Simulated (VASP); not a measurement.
# Hg (R-3m) in VASP: further runs, part 3 of 3

VASP 6.6.1. Earlier steps stand in the parts before.

### 5 Relaxation of cell and atoms, PBE

This run uses another cell than the first one, of 23.07 Å³/atom.

Input file INCAR:

```
SYSTEM = Hg
PREC = Accurate
ENCUT = 600
EDIFF = 1E-6
ISMEAR = -1
SIGMA = 0.1
LREAL = .FALSE.
LASPH = .TRUE.
NELM = 60
ALGO = Normal
ISIF = 3
LWAVE = .FALSE.
LCHARG = .FALSE.
GGA = PE
IBRION = 2
NSW = 80
EDIFFG = -0.01
```

Input file KPOINTS:

```
Automatic mesh
0
G
  11 11 11
  0 0 0
```

Input file POSCAR:

```
Hg
1.0
    1.7290008993      0.9982391346      2.2280000000
   -1.7290008993      0.9982391346      2.2280000000
    0.0000000000     -1.9964782693      2.2280000000
Hg
1
Direct
    1.0000000000      0.0000000000      0.0000000000
```

Potentials or basis: VASP PAW PBE potentials, release 64 (Hg).

Launch:

```bash
> cat potpaw_PBE.64/Hg/POTCAR > POTCAR
> mpirun -np 1 vasp_std > vasp.out
```

OUTCAR:

```text
SYSTEM = Hg
   PREC = Accurate
   ENCUT = 600
   EDIFF = 1E-6
   ISMEAR = -1
   LREAL = .FALSE.
   LASPH = .TRUE.
   NELM = 60
   ISIF = 3
   GGA = PE
   IBRION = 2
   NSW = 80
   EDIFFG = -0.01

 ion  position               nearest neighbor table
   1  0.000  0.000  0.000-

  LATTYP: Found a trigonal (rhomboedric) cell.
 ALAT       =     2.9916399315
 COS(alpha) =     0.3319610401

  Lattice vectors:

 A1 = (   1.7290008993,   0.9982391346,   2.2280000000)
 A2 = (  -1.7290008993,   0.9982391346,   2.2280000000)
 A3 = (   0.0000000000,  -1.9964782693,   2.2280000000)

Analysis of symmetry for initial positions (statically):
=====================================================================
 Subroutine PRICEL returns:
 Original cell was already a primitive cell.

 Routine SETGRP: Setting up the symmetry group for a
 trigonal (rhombohedral) supercell.

 Subroutine GETGRP returns: Found 12 space group operations
 (whereof 12 operations were pure point group operations)
 out of a pool of 12 trial point group operations.

The static configuration has the point symmetry D_3d.

Analysis of symmetry for dynamics (positions and initial velocities):
=====================================================================
 Subroutine PRICEL returns:
 Original cell was already a primitive cell.

 Routine SETGRP: Setting up the symmetry group for a
 trigonal (rhombohedral) supercell.

 Subroutine GETGRP returns: Found 12 space group operations
 (whereof 12 operations were pure point group operations)
 out of a pool of 12 trial point group operations.

The dynamic configuration has the point symmetry D_3d.

 Subroutine INISYM returns: Found 12 space group operations
 (whereof 12 operations are pure point group operations),
 and found     1 'primitive' translations

----------------------------------------------------------------------------------------

                                     Primitive cell

  volume of cell :      23.0726

  direct lattice vectors                    reciprocal lattice vectors
     1.729000899  0.998239135  2.228000000     0.289184349  0.166960662  0.149611011
    -1.729000899  0.998239135  2.228000000    -0.289184349  0.166960662  0.149611011
     0.000000000 -1.996478269  2.228000000     0.000000000 -0.333921324  0.149611011

  length of vectors
     2.991639931  2.991639931  2.991639932     0.365905596  0.365905596  0.365905596

  position of ions in fractional coordinates (direct lattice)
     0.000000000  0.000000000  0.000000000

  ion indices of the primitive-cell ions
   primitive index   ion index
                 1           1

----------------------------------------------------------------------------------------

 KPOINTS: Automatic mesh

Automatic generation of k-mesh.
 Grid dimensions read from file:
 generate k-points for:   11   11   11

 Generating k-lattice:

  Cartesian coordinates                     Fractional coordinates (reciprocal lattice)
     0.026289486  0.015178242  0.013601001     0.090909091  0.000000000  0.000000000
    -0.026289486  0.015178242  0.013601001     0.000000000  0.090909091  0.000000000
     0.000000000 -0.030356484  0.013601001    -0.000000000 -0.000000000  0.090909091
[... 50 lines left out ...]
   ICHARG =      2    charge: 1-file 2-atom 10-const
   ISPIN  =      1    spin polarized calculation?
   LNONCOLLINEAR =      F non collinear calculations
   LSORBIT =      F    spin-orbit coupling
   LASPH  =      T    aspherical Exc in radial PAW
   ENCUT  =  600.0 eV  44.10 Ry    6.64 a.u.   5.98  5.98  5.98*2*pi/ulx,y,z
   NELM   =     60;   NELMIN=  2; NELMDL= -5     # of ELM steps
   EDIFF  = 0.1E-05   stopping-criterion for ELM
   LREAL  =      F    real-space projection
   EDIFFG = -.1E-01   stopping-criterion for IOM
   NSW    =     80    number of steps for IOM
   IBRION =      2    ionic relax: 0-MD 1-quasi-New 2-CG
   NFREE  =      1    steps in history (QN), initial steepest desc. (CG)
   ISIF   =      3    stress and relaxation
   ISYM   =      2    0-nonsym 1-usesym 2-fastsym
   POTIM  = 0.5000    time-step for ionic-motion
   TEBEG  =    0.0;   TEEND  =   0.0 temperature during run
   PSTRESS=    0.0 pullay stress
   NELECT =      12.0000    total number of electrons
   NUPDOWN=      -1.0000    fix difference up-down
   EMIN   =  10.00;   EMAX   =-10.00  energy-range for DOS
   EFERMI =   0.00;   METHOD = LEGACY
   ISMEAR =    -1;   SIGMA  =   0.10  broadening in eV -4-tet -1-fermi 0-gaus
   EFERMI_NEDOS =   21; number of points for ismear=-14 and -15
   IALGO  =     38    algorithm
   IMIX   =      4    mixing-type and parameters
     AMIX     =   0.40;   BMIX     =  1.00
     AMIX_MAG =   1.60;   BMIX_MAG =  1.00
  volume/ion in A,a.u.               =      23.07       155.70
  Fermi-wavevector in a.u.,A,eV,Ry     =   1.316547  2.487914 23.582938  1.733297
  Thomas-Fermi vector in A             =   2.446652
   LORBIT       =      0    0 simple, 1 ext, 2 COOP (PROOUT), +10 PAW based schemes
   GGA     = PE    functional components
   LHFCALC =     F    Hartree Fock is set to
   AEXX    =    0.0000 exact exchange contribution
   IVDW    =     0    specifies the selected vdW correction
   LEPSILON=     F    determine dielectric tensor
   LRPA    =     F    only Hartree local field effects (RPA)
 conjugate gradient relaxation of ions
 non-spin polarized calculation
  energy-cutoff  :      600.00
  volume of cell :       23.07
 maximum number of plane-waves:       787
   NGX = 11   NGY = 11   NGZ = 11

--------------------------------------- Ionic step        1  -------------------------------------------

 number of electron      12.0000003 magnetization

 Free energy of the ion-electron system (eV)
  ---------------------------------------------------
  ext. energy  EPLUGINS =         0.00000000
  ---------------------------------------------------
  free energy    TOTEN  =        -0.08143323 eV

  energy without entropy =       -0.07254482  energy(sigma->0) =       -0.07698903

------------------------ aborting loop because EDIFF is reached ----------------------------------------

  FORCE on cell =-STRESS in cart. coord.  units (eV):
  Direction    XX          YY          ZZ          XY          YZ          ZX
  --------------------------------------------------------------------------------------
  -------------------------------------------------------------------------------------
  Total        0.9308141      0.9308141      1.0767861      0.0000000     -0.0000000      0.0000000
  in kB       64.6364160     64.6364160     74.7728240      0.0000000     -0.0000000      0.0000000
  external PRESSURE =      68.0152187 kB  Pullay stress =       0.0000000 kB
[... 57 lines left out ...]
--------------------------------------- Ionic step        3  -------------------------------------------

 number of electron      12.0000002 magnetization

 E-fermi :   1.6548     XC(G=0): -10.0458

 val. band max:        1.5730000974   @ k =  -0.0909   0.4545   0.0909
 cond. band min:       1.6632330805   @ k =  -0.4545   0.4545   0.0000
 fundamental gap:      0.0902329831
 Fermi energy:         1.6547832515

 k-point     1 :       0.0000    0.0000    0.0000
  band No.  band energies     occupation
      1      -6.3382      2.00000
      2      -5.3957      2.00000
      3      -5.3957      2.00000
      4      -4.4630      2.00000
      5      -4.3483      2.00000
      6      -4.3483      2.00000
      7      13.2373      0.00000
      8      13.2373      0.00000
      9      13.4115      0.00000
     10      17.2205      0.00000
[... 327 lines left out ...]
  FREE ENERGIE OF THE ION-ELECTRON SYSTEM (eV)
  ---------------------------------------------------
  free  energy   TOTEN  =        -0.1586271103 eV

  energy  without entropy=       -0.1496870311  energy(sigma->0) =       -0.15415707

[... ionic steps 4 to 9 ...]

--------------------------------------- Ionic step       10  -------------------------------------------

 number of electron      11.9999996 magnetization

------------------------ aborting loop because EDIFF is reached ----------------------------------------
[... 65 lines left out ...]
--------------------------------------- Ionic step       12  -------------------------------------------

 number of electron      12.0000001 magnetization

 Free energy of the ion-electron system (eV)
  ---------------------------------------------------
  ext. energy  EPLUGINS =         0.00000000
  ---------------------------------------------------
  free energy    TOTEN  =        -0.16616114 eV

  energy without entropy =       -0.15629671  energy(sigma->0) =       -0.16122893

 E-fermi :   1.3238     XC(G=0):  -9.6975

 val. band max:        1.2676007743   @ k =  -0.4545   0.4545   0.2727
 cond. band min:       1.3871951118   @ k =  -0.3636  -0.4545   0.2727
 fundamental gap:      0.1195943374
 Fermi energy:         1.3238075071

 k-point     1 :       0.0000    0.0000    0.0000
  band No.  band energies     occupation
      1      -6.3778      2.00000
      2      -5.9234      2.00000
      3      -5.9234      2.00000
      4      -4.5723      2.00000
      5      -4.5723      2.00000
      6      -4.5553      2.00000
      7      11.6468      0.00000
      8      11.6468      0.00000
      9      11.9851      0.00000
     10      15.2090      0.00000
[... 327 lines left out ...]
  FREE ENERGIE OF THE ION-ELECTRON SYSTEM (eV)
  ---------------------------------------------------
  free  energy   TOTEN  =        -0.1661611434 eV

  energy  without entropy=       -0.1562967122  energy(sigma->0) =       -0.16122893

 reached required accuracy - stopping structural energy minimisation
```

It took 1.9 min on 1 thread of AMD EPYC 9R45 (Zen 5), shared host; peak memory 0.15 GiB.

Results:

```
Free energy                           : -0.1662 eV
Relaxed volume                        : 29.00 Å³/atom
Relaxed cell                          : a = 3.144 Å, b = 3.144 Å, c = 3.144 Å, α = 77.03°, β = 77.03°, γ = 77.03°
Space group after relaxing (to 0.1 Å) : R-3m (No. 166)
Energy gained by relaxing             : 84.7 meV/atom
Ionic steps                           : 12
Pressure after relaxing               : 0.0 GPa
Band gap on the k mesh                : zero (bands 6 and 7 overlap by 2.17 eV)
```

The path:
```
step  energy change (eV)  largest force (eV/Å)  pressure (GPa)  volume (Å³)
   1              0.0000                0.0000            6.80        23.07
   2             -0.0733                0.0000            1.12        26.50
   3             -0.0772                0.0000            0.50        27.31
   4             -0.0783                0.0000           -0.13        28.98
   5             -0.0786                0.0000           -0.06        28.54
   6             -0.0786                0.0000            0.13        28.10
   7             -0.0786                0.0000            0.03        28.33
   8             -0.0795                0.0000            0.00        28.38
   9             -0.0817                0.0000           -0.08        28.51
  10             -0.0838                0.0000           -0.11        28.75
  11             -0.0843                0.0000           -0.08        28.84
  12             -0.0847                0.0000            0.04        29.00
```

Final structure:
```xyz
1
Lattice="1.9574 1.1301 2.1847 -1.9574 1.1301 2.1847 0.0000 -2.2603 2.1847" Properties=species:S:1:pos:R:3 pbc="T T T"
Hg    0.0000   -2.2603    2.1847
```

Levels at points of the mesh, in eV from the Fermi level:
```csv
k point,band 3,band 4,band 5,band 6,band 7,band 8,band 9,band 10
"(0.00, 0.00, 0.00)",-7.25,-5.90,-5.90,-5.88,10.32,10.32,10.66,13.89
```

Caveat: the volume moved by over 15 % at a fixed basis, so the end points are rough; spin-orbit coupling is left out, which moves the levels of the heavy elements. PBE usually gives volumes a little too large and moduli too small.

### 6 Single point, PBE (26.00 Å³/atom)

This run uses another cell than the first one, of 26.00 Å³/atom.

Input file INCAR:

```
SYSTEM = Hg
  ALGO = Normal
  EDIFF = 1E-6
  ENCUT = 520
  GGA = PE
  ISIF = 2
  ISMEAR = -1
  LASPH = .True.
  LCHARG = .True.
  LELF = .True.
  LREAL = .False.
  LVHAR = .True.
  LWAVE = .False.
  NBANDS = 12
  NELM = 100
  PREC = Accurate
  SIGMA = 0.1
```

Input file KPOINTS:

```
k-points
0
Gamma
  17 17 17
  0 0 0
```

Input file POSCAR:

```
Hg
1.0
    1.9916969592      1.1499067755      1.8923603282
   -1.9916969592      1.1499067755      1.8923603282
    0.0000000000     -2.2998135511      1.8923603281
Hg
1
Direct
    0.0000000000      1.0000000000      0.0000000000
```

Potentials or basis: VASP PAW PBE potentials, release 64 (Hg).

Launch:

```bash
> cat potpaw_PBE.64/Hg/POTCAR > POTCAR
> mpirun -np 1 vasp_std > vasp.out
```

Wall time 55 s (1 thread of AMD EPYC 9R45 (Zen 5), shared host); peak memory 0.23 GiB.

Results (log left out):

```
Free energy            : -0.1324 eV
Pressure               : 3.7 GPa
Band gap on the k mesh : zero (bands 6 and 7 overlap by 4.56 eV)
```

Stress tensor (GPa, compression positive):
```
3.40 0.00 0.00
0.00 3.40 0.00
0.00 0.00 4.17
```

Levels at points of the mesh, in eV from the Fermi level:
| k point | band 4 | band 5 | band 6 | band 7 | band 8 | band 9 |
| --- | --- | --- | --- | --- | --- | --- |
| (0.00, 0.00, 0.00) | -6.02 | -6.02 | -5.97 | 10.37 | 10.37 | 10.44 |

Caveat: the cell stands under pressure; spin-orbit coupling is left out, which moves the levels of the heavy elements.

### 7 Summary

| task | cell | k mesh | cutoff (eV) | smearing | gap on the mesh (eV) | pressure (GPa) |
| --- | --- | --- | --- | --- | --- | --- |
| single point | a = 3.108 Å, angles 83.9°, 1 atom | 10 × 10 × 10 | 520 | methfessel-paxton 1 eV | none | 0.1 |
| single point | a = 3.108 Å, angles 83.9°, 1 atom | 15 × 15 × 15 | 520 | fermi-dirac 0.1 eV | none | 0.2 |
| single point | a = 3.108 Å, angles 83.9°, 1 atom | 11 × 11 × 11 | 520 | fermi-dirac 0.1 eV | none | 0.2 |
| relaxation of cell and atoms | relaxed from a = 2.992 Å, angles 70.6°, 1 atom | 11 × 11 × 11 | 600 | fermi-dirac 0.1 eV | none | 0.0 |
| single point | a = 2.978 Å, angles 83.9°, 1 atom | 17 × 17 × 17 | 520 | fermi-dirac 0.1 eV | none | 3.7 |

Alike in all rows: level PBE; potentials or basis VASP PAW PBE potentials, release 64 (Hg); no spin polarisation.

Caveats: spin-orbit coupling is left out, which moves the levels of the heavy elements; so wide a smearing shifts energies and pressures (at least some runs); the volume moved by over 15 % at a fixed basis, so the end points are rough (at least some runs); the cell stands under pressure (at least some runs).

Absolute energies hang on the potentials; compare differences alone.

The gap in the log of VASP goes by the Fermi energy; the results here count the filled bands.